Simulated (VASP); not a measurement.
Here is a VASP 6.6.1 calculation.

Contents of INCAR:

```
PREC     = Accurate       # precision mode
ENCUT    = 520            # plane-wave cutoff, eV
EDIFF    = 1E-7           # SCF threshold, eV
ISMEAR   = 0              # smearing method
SIGMA    = 0.05           # smearing width, eV
LREAL    = F              # projectors in reciprocal space
LASPH    = T              # aspherical terms in the spheres
NELM     = 80             # most SCF steps
ALGO     = Normal         # electronic algorithm
ISIF     = 2              # what is computed and relaxed
LWAVE    = F              # write WAVECAR
LCHARG   = F              # write CHGCAR
GGA      = PS             # functional
NBANDS   = 36             # bands
```

File KPOINTS:

```
Automatic mesh
0
Gamma
  9 9 2
```

File POSCAR:

```
MgO
1.0
    2.1075959645     -2.1075959645      0.0000000000
    2.1075959645      0.0000000000     -2.1075959645
    8.2860462907      8.2860462907      8.2860462907
Mg O
6 6
Direct
    1.0000000000      0.0000000000      0.3815322575
    0.3333333333      0.3333333333      0.2119623653
    0.6666666667      0.6666666667      0.5511021497
    1.0000000000      1.0000000000      0.8902419341
    0.3333333333      0.3333333333      0.7206720419
    0.6666666667      0.6666666667      0.0423924731
    0.6666666667      0.6666666667      0.2967473114
    0.0000000000      0.0000000000      0.1271774192
    0.3333333333      0.3333333333      0.4663172036
    0.6666666667      0.6666666667      0.8054569880
    1.0000000000      1.0000000000      0.6358870958
    0.3333333333      0.3333333333      0.9750268802
```

Potentials or basis: VASP PAW PBE potentials, release 64 (Mg, O).

Launch:

```console
$ cat potpaw_PBE.64/Mg/POTCAR potpaw_PBE.64/O/POTCAR > POTCAR
$ mpirun -np 1 vasp_std > vasp.out
```

(1) Estimate the band gap on the k mesh.

(2) What does it give for the largest force?

Results:

(1) 4.13 eV.

(2) 2.852 eV/Å.

Caveat: the PAW data sets were made with another functional, which shifts forces and pressure a little.
